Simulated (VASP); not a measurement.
A run of VASP 6.6.1 is set up as follows.

Contents of INCAR:

```
  PREC = Accurate
  ENCUT = 520
  EDIFF = 1E-6
  ISMEAR = -1
  SIGMA = 0.05
  LREAL = False
  LASPH = True
  NELM = 150
  ALGO = Normal
  ISIF = 2
  LWAVE = False
  LCHARG = False
  LNONCOLLINEAR = True
  MAGMOM = 0 0 0 0 0 0
  LORBIT = 11
  LSORBIT = True
  GGA_COMPAT = False
  LORBMOM = True
  GGA = PS
  NBANDS = 32
```

KPOINTS

```
regular mesh
0
Gamma
  6 6 6
```

File POSCAR:

```
PbS
1.0
    0.0000000000      2.9657500000      2.9657500000
    2.9657500000      0.0000000000      2.9657500000
    2.9657500000      2.9657500000      0.0000000000
Pb S
1 1
Direct
    0.0000000000      0.0000000000      0.0000000000
    0.5000000000      0.5000000000      0.5000000000
```

Potentials or basis: VASP PAW PBE potentials, release 64 (Pb_d, S).

Run with:

```sh
$ cat potpaw_PBE.64/Pb_d/POTCAR potpaw_PBE.64/S/POTCAR > POTCAR
$ mpirun -np 1 vasp_ncl > vasp.out
```

(1) Predict the net moment.

(2) What does it give for the pressure?

Results:

(1) 0.00 μB per cell.

(2) -1.4 GPa.

Caveat: the PAW data sets were made with another functional, which shifts forces and pressure a little.
